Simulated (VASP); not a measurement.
Set up this calculation in VASP 6.6.1, as the native input.

```
Task                   : single point
Functional             : PBE
Potentials or basis    : VASP PAW PBE potentials, release 64 (Ge_d)
Cutoff                 : 520 eV
k mesh                 : 11 × 11 × 11
Occupations            : fermi-dirac, width 0.08 eV
Spin                   : no spin polarisation
Dipole correction      : no
Further INCAR settings : ALGO = Normal; EDIFF = 1e-06; NBANDS = 21
```

The structure of Ge lies in POSCAR:

```
Ge
1.0
    0.0000000000      2.4300537139      2.4300537139
    2.4300537139      0.0000000000      2.4300537139
    2.4300537139      2.4300537139      0.0000000000
Ge
2
Direct
   -0.1250000000     -0.1250000000     -0.1250000000
    0.1250000000      0.1250000000      0.1250000000
```

These files were run (other wordings do the same):

INCAR

```
PREC = Accurate
ENCUT = 520
EDIFF = 1E-6
ISMEAR = -1
SIGMA = 0.08
LREAL = F
LASPH = T
NELM = 60
ALGO = Normal
ISIF = 2
LWAVE = F
LCHARG = F
GGA = PE
NBANDS = 21
```

KPOINTS

```
regular mesh
0
Gamma
  11 11 11
```

Potentials or basis: VASP PAW PBE potentials, release 64 (Ge_d).

Run with:

```sh
$ cat potpaw_PBE.64/Ge_d/POTCAR > POTCAR
$ mpirun -np 1 vasp_std > vasp.out
```

It gave:

```yaml
Pressure: 97.7 GPa
Band_gap_on_the_k_mesh: zero (bands 14 and 15 overlap by 0.41 eV)
```

Caveat: the cell stands under pressure; semilocal functionals underestimate gaps, so a narrow gap can read as zero.

Wall time 27 s on 1 thread of AMD EPYC 7R13 Processor (Zen 3), on a shared host, peak memory 0.14 GiB.
